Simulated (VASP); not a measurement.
# AlNi2 (P-3m1) in VASP: notebook

AlNi2 is run at these levels: r2SCAN; tasks: single point.

All numbers are computed with VASP 6.6.1; they aren't measurements. Logs are shortened: lines on timing, memory, paths and dates and some standing lists are left out, and cuts for length are marked.

## (1) The cell of the first run

Symmetry: P-3m1, No. 164, trigonal system. Conventional cell: a = 3.974 Å, b = 3.974 Å, c = 4.904 Å, α = 90.00°, β = 90.00°, γ = 120.00°. Within 3.1 Å of Al (site symmetry 3m) lie 11 Ni at 2.37 to 2.75 Å and 3 Al at 2.96 Å. Ni (site symmetry 3m) has 5 Al at 2.37 to 2.48 Å and 9 Ni at 2.47 to 2.93 Å within 3.1 Å. Ni (site symmetry -3m) has 8 Ni at 2.45 to 2.47 Å and 6 Al at 2.75 Å within 3.2 Å. Within 3.2 Å of Ni (site symmetry -3m) lie 8 Ni at 2.45 to 2.77 Å and 6 Al at 2.48 Å.

## (2) Single point, r2SCAN

POSCAR reads:

```
AlNi2
1.0
    3.9740030242      0.0000000000      0.0000000000
   -1.9870015121      3.4415875737      0.0000000000
    0.0000000000      0.0000000000      4.9042588200
Al Ni
2 4
Direct
    0.3333333333      0.6666666667      0.1898740600
    0.6666666667      0.3333333333      0.8101259400
    0.3333333333      0.6666666667      0.6851100400
    0.6666666667      0.3333333333      0.3148899600
    0.0000000000      0.0000000000      0.5000000000
    0.0000000000      0.0000000000      0.0000000000
```

INCAR.step1 reads:

```
  PREC = Accurate
  ENCUT = 520
  ISMEAR = 0
  SIGMA = 0.01
  LREAL = F
  LASPH = T
  NELM = 100
  NBANDS = 32
  GGA = PE
  ALGO = Normal
  EDIFF = 1E-4
  LWAVE = T
  LCHARG = F
```

INCAR.step2 reads:

```
  PREC = Accurate
  ENCUT = 520
  EDIFF = 1E-6
  ISMEAR = 0
  SIGMA = 0.01
  LREAL = F
  LASPH = T
  NELM = 100
  ALGO = Normal
  ISIF = 2
  LWAVE = F
  LCHARG = T
  METAGGA = R2SCAN
  LMIXTAU = T
  LELF = T
  LVHAR = T
  NBANDS = 32
  ISTART = 1
```

KPOINTS reads:

```
Automatic mesh
0
Gamma
  6 6 4
```

Potentials or basis: VASP PAW PBE potentials, release 64 (Al, Ni).

The run is started by

```console
cat potpaw_PBE.64/Al/POTCAR potpaw_PBE.64/Ni/POTCAR > POTCAR
cp INCAR.step1 INCAR
mpirun -np 1 vasp_std > vasp.out
cp INCAR.step2 INCAR
mpirun -np 1 vasp_std > vasp.out
```

OUTCAR:

```text
PREC = Accurate
   ENCUT = 520
   EDIFF = 1E-6
   ISMEAR = 0
   LREAL = F
   LASPH = T
   NELM = 100
   ISIF = 2
   METAGGA = R2SCAN
   ISTART = 1

 ion  position               nearest neighbor table
   1  0.333  0.667  0.190-   4 2.37   4 2.37   4 2.37   3 2.43   3 2.48   6 2.48   6 2.48   6 2.48
                             5 2.75   5 2.75   5 2.75   2 2.96   2 2.96   2 2.96
   2  0.667  0.333  0.810-   3 2.37   3 2.37   3 2.37   4 2.43   4 2.48   6 2.48   6 2.48   6 2.48
                             5 2.75   5 2.75   5 2.75   1 2.96   1 2.96   1 2.96
   3  0.333  0.667  0.685-   2 2.37   2 2.37   2 2.37   1 2.43   5 2.47   5 2.47   5 2.47   1 2.48
                             6 2.77   6 2.77   6 2.77   4 2.93   4 2.93   4 2.93
   4  0.667  0.333  0.315-   1 2.37   1 2.37   1 2.37   2 2.43   5 2.47   5 2.47   5 2.47   2 2.48
                             6 2.77   6 2.77   6 2.77   3 2.93   3 2.93   3 2.93
   5  0.000  0.000  0.500-   6 2.45   6 2.45   3 2.47   4 2.47   4 2.47   3 2.47   4 2.47   3 2.47
                             1 2.75   2 2.75   1 2.75   2 2.75   2 2.75   1 2.75
   6  0.000  0.000  0.000-   5 2.45   5 2.45   1 2.48   2 2.48   2 2.48   1 2.48   2 2.48   1 2.48
                             3 2.77   4 2.77   4 2.77   3 2.77   3 2.77   4 2.77

  LATTYP: Found a hexagonal cell.
 ALAT       =     3.9740030242
 C/A-ratio  =     1.2340853266

  Lattice vectors:

 A1 = (   3.9740030242,   0.0000000000,   0.0000000000)
 A2 = (  -1.9870015121,   3.4415875737,   0.0000000000)
 A3 = (   0.0000000000,   0.0000000000,   4.9042588200)

Analysis of symmetry for initial positions (statically):
=====================================================================
 Subroutine PRICEL returns:
 Original cell was already a primitive cell.

 Routine SETGRP: Setting up the symmetry group for a
 hexagonal supercell.

 Subroutine GETGRP returns: Found 12 space group operations
 (whereof 12 operations were pure point group operations)
 out of a pool of 24 trial point group operations.

The static configuration has the point symmetry D_3d.

Analysis of symmetry for dynamics (positions and initial velocities):
=====================================================================
 Subroutine PRICEL returns:
 Original cell was already a primitive cell.

 Routine SETGRP: Setting up the symmetry group for a
 hexagonal supercell.

 Subroutine GETGRP returns: Found 12 space group operations
 (whereof 12 operations were pure point group operations)
 out of a pool of 24 trial point group operations.

The dynamic configuration has the point symmetry D_3d.

 Subroutine INISYM returns: Found 12 space group operations
 (whereof 12 operations are pure point group operations),
 and found     1 'primitive' translations

----------------------------------------------------------------------------------------
[... 110 lines left out ...]
   PSTRESS=    0.0 pullay stress
   NELECT =      46.0000    total number of electrons
   NUPDOWN=      -1.0000    fix difference up-down
   EMIN   =  10.00;   EMAX   =-10.00  energy-range for DOS
   EFERMI =   0.00;   METHOD = LEGACY
   ISMEAR =     0;   SIGMA  =   0.01  broadening in eV -4-tet -1-fermi 0-gaus
   EFERMI_NEDOS =   21; number of points for ismear=-14 and -15
   IALGO  =     38    algorithm
   IMIX   =      4    mixing-type and parameters
     AMIX     =   0.40;   BMIX     =  1.00
     AMIX_MAG =   1.60;   BMIX_MAG =  1.00
  volume/ion in A,a.u.               =      11.18        75.44
  Fermi-wavevector in a.u.,A,eV,Ry     =   1.443690  2.728179 28.357821  2.084241
  Thomas-Fermi vector in A             =   2.562069
   LORBIT       =      0    0 simple, 1 ext, 2 COOP (PROOUT), +10 PAW based schemes
   METAGGA = R2SCAN    functional components
   LHFCALC =     F    Hartree Fock is set to
   AEXX    =    0.0000 exact exchange contribution
   IVDW    =     0    specifies the selected vdW correction
   LEPSILON=     F    determine dielectric tensor
   LRPA    =     F    only Hartree local field effects (RPA)
 non-spin polarized calculation
 Gauss-broadening in eV      SIGMA  =   0.01
  energy-cutoff  :      520.00
  volume of cell :       67.07
 maximum number of plane-waves:      1825
 NGX is ok and might be reduce to    30
   NGX = 15   NGY = 15   NGZ = 19

 number of electron      46.0000031 magnetization

 Free energy of the ion-electron system (eV)
  ---------------------------------------------------
  ext. energy  EPLUGINS =         0.00000000
  ---------------------------------------------------
  free energy    TOTEN  =       -64.24631704 eV

  energy without entropy =      -64.24605870  energy(sigma->0) =      -64.24618787

 E-fermi :   9.8533     XC(G=0): -13.6508

 val. band max:        9.8370537455   @ k =   0.1667   0.1667   0.0000
 cond. band min:       9.8558641682   @ k =   0.3333   0.0000   0.2500
 fundamental gap:      0.0188104227
 Fermi energy:         9.8532759492

 k-point     1 :       0.0000    0.0000    0.0000
  band No.  band energies     occupation
      1      -1.2027      2.00000
      2       4.4318      2.00000
      3       4.5616      2.00000
      4       5.9134      2.00000
      5       5.9134      2.00000
      6       6.4531      2.00000
[... 829 lines left out ...]
     31      18.7031      0.00000
     32      19.3859      0.00000

------------------------ aborting loop because EDIFF is reached ----------------------------------------

  FORCE on cell =-STRESS in cart. coord.  units (eV):
  Direction    XX          YY          ZZ          XY          YZ          ZX
  --------------------------------------------------------------------------------------
  -------------------------------------------------------------------------------------
  Total        0.2247529      0.2247529      0.4286260      0.0000000      0.0000000      0.0000000
  in kB        5.3685315      5.3685315     10.2383200      0.0000000      0.0000000      0.0000000
  external PRESSURE =       6.9917943 kB  Pullay stress =       0.0000000 kB

 VOLUME and BASIS-vectors are now :
 -----------------------------------------------------------------------------
  energy-cutoff  :      520.00
  volume of cell :       67.07
      direct lattice vectors                 reciprocal lattice vectors
     3.974003024  0.000000000  0.000000000     0.251635440  0.145281789  0.000000000
    -1.987001512  3.441587574  0.000000000     0.000000000  0.290563578  0.000000000
     0.000000000  0.000000000  4.904258820     0.000000000  0.000000000  0.203904410

 POSITION                                       TOTAL-FORCE (eV/Angst)
 -----------------------------------------------------------------------------------
     -0.00000      2.29439      0.93119         0.000000     -0.000000     -0.012057
      1.98700      1.14720      3.97307        -0.000000      0.000000      0.012057
     -0.00000      2.29439      3.35996        -0.000000     -0.000000     -0.022992
      1.98700      1.14720      1.54430         0.000000      0.000000      0.022992
      0.00000      0.00000      2.45213         0.000000      0.000000      0.000000
      0.00000      0.00000      0.00000         0.000000      0.000000      0.000000
 -----------------------------------------------------------------------------------
    total drift:                                0.000000     -0.000000      0.000000

  FREE ENERGIE OF THE ION-ELECTRON SYSTEM (eV)
  ---------------------------------------------------
  free  energy   TOTEN  =       -64.2463170383 eV

  energy  without entropy=      -64.2460587042  energy(sigma->0) =      -64.24618787
```

OUTCAR.step1:

```text
PREC = Accurate
   ENCUT = 520
   ISMEAR = 0
   LREAL = F
[... 1081 lines left out ...]
     -0.00000      2.29439      3.35996        -0.000000      0.000000      0.022973
      1.98700      1.14720      1.54430         0.000000     -0.000000     -0.022973
      0.00000      0.00000      2.45213         0.000000      0.000000      0.000000
      0.00000      0.00000      0.00000         0.000000      0.000000      0.000000
 -----------------------------------------------------------------------------------
    total drift:                                0.000000     -0.000000      0.000000

  FREE ENERGIE OF THE ION-ELECTRON SYSTEM (eV)
  ---------------------------------------------------
  free  energy   TOTEN  =       -32.3203449035 eV

  energy  without entropy=      -32.3199938162  energy(sigma->0) =      -32.32016936
```

It took 8.2 min on 1 thread of Intel Xeon 8259CL, shared host; peak memory 0.2 GiB.

What came out:

| Property | Result |
| --- | --- |
| Free energy | -64.2463 eV |
| Pressure | 0.7 GPa |
| Largest force | 0.023 eV/Å |
| Band gap on the k mesh | zero (bands 23 and 24 overlap by 4.36 eV) |

Forces on the atoms (eV/Å):
```
Al   0.000  0.000 -0.012
Al   0.000  0.000  0.012
Ni   0.000  0.000 -0.023
Ni   0.000  0.000  0.023
Ni   0.000  0.000  0.000
Ni   0.000  0.000  0.000
```

Levels at points of the mesh, in eV from the Fermi level:
| k point | band 21 | band 22 | band 23 | band 24 | band 25 | band 26 |
| --- | --- | --- | --- | --- | --- | --- |
| (0.00, 0.00, 0.00) | -0.46 | -0.46 | 0.80 | 3.32 | 3.32 | 4.05 |
| (0.50, 0.00, 0.00) | -0.67 | -0.61 | -0.48 | -0.23 | 1.13 | 1.93 |
| (0.00, 0.00, 0.50) | -0.66 | -0.66 | 4.13 | 4.24 | 4.24 | 4.51 |
| (0.50, 0.00, 0.50) | -0.74 | -0.64 | -0.30 | -0.17 | 1.84 | 1.93 |

Caveat: the PAW data sets were made with another functional, which shifts forces and pressure a little. Spin polarisation is off, so any magnetic state and its effect on volume and gap are missing.

(Continued in part 2 of 2.)

The gap in the log of VASP goes by the Fermi energy; the results here count the filled bands.